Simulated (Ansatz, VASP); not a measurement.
# One calculation of Co, two programs

The input INCAR:

```
  PREC = Accurate
  ENCUT = 520
  EDIFF = 1E-6
  ISMEAR = -1
  SIGMA = 0.08
  LREAL = F
  LASPH = T
  NELM = 150
  ALGO = Normal
  ISIF = 2
  LWAVE = F
  LCHARG = T
  ISPIN = 2
  MAGMOM = 1.7 1.7 1.7 -1.7
  LORBIT = 11
  LMAXMIX = 4
  GGA = PE
  LELF = T
  LVHAR = T
  NBANDS = 30
```

Contents of KPOINTS:

```
Automatic mesh
0
Gamma
  12 12 12
```

Contents of POSCAR:

```
Co
1.0
    2.5074000000      0.0000000000      0.0000000000
    0.0000000000      4.3429441948      0.0000000000
    1.2537000000      2.1714720974      4.0699000000
Co
4
Direct
    0.8750000000      0.2083333334      0.2500000000
    0.3750000000      0.7083333334      0.2500000000
    0.1250000000      0.7916666666      0.7500000000
    0.6250000000      0.2916666666      0.7500000000
```

Input for Ansatz:

```yaml
crystal:
  lattice:
    - [2.5074, 0.0, 0.0]
    - [0.0, 4.3429441948, 0.0]
    - [1.2537, 2.1714720974, 4.0699]
  atoms:
    - { symbol: Co, position: [0.875, 0.2083333334, 0.25], spin: 1.7 }
    - { symbol: Co, position: [0.375, 0.7083333334, 0.25], spin: 1.7 }
    - { symbol: Co, position: [0.125, 0.7916666666, 0.75], spin: 1.7 }
    - { symbol: Co, position: [0.625, 0.2916666666, 0.75], spin: -1.7 }
magnetization:
  spin_polarized: true
kpoints:
  mp_grid: { grid: [12, 12, 12] }
scf:
  occupations: { method: fermi_dirac, width: 0.08 }
  lower_state_search: "off"
hamiltonian:
  xc: pbe
  pseudopotentials: { kind: paw }
output:
  forces: true
  stress: true
  eigenvalues: true
  populations: true
```

Alike in both runs: task single point; functional PBE; k mesh 12 × 12 × 12; occupations fermi-dirac, width 0.08 eV; collinear spin.

```csv
,VASP,Ansatz
version,VASP 6.6.1,Ansatz 0.2.0
potentials or method,"VASP PAW PBE potentials, release 64 (Co)","PAW with Ansatz's default frozen-core files, scalar-relativistic"
plane-wave cutoff (eV),520,420
valence electrons in the cell,36,68
```

```tsv
	VASP	Ansatz	Ansatz less VASP
pressure (GPa)	-4.5	-3.8	+0.66
traceless stress, the component that is largest in VASP (GPa)	-0.68	-0.59	+0.088
net moment per atom (μB)	1.63	1.64	+0.008
size of the moment on the site where the two differ most (μB)	1.65	1.72	+0.062
```

Site moments also hang on the region over which each program counts them. The functional is the same, so the differences come from potentials, cutoffs and numerics. VASP's potentials hold 36 valence electrons a cell and Ansatz's 68, so a difference there can come from the potentials and not from the codes. Ansatz's warnings: seeded moment not kept.
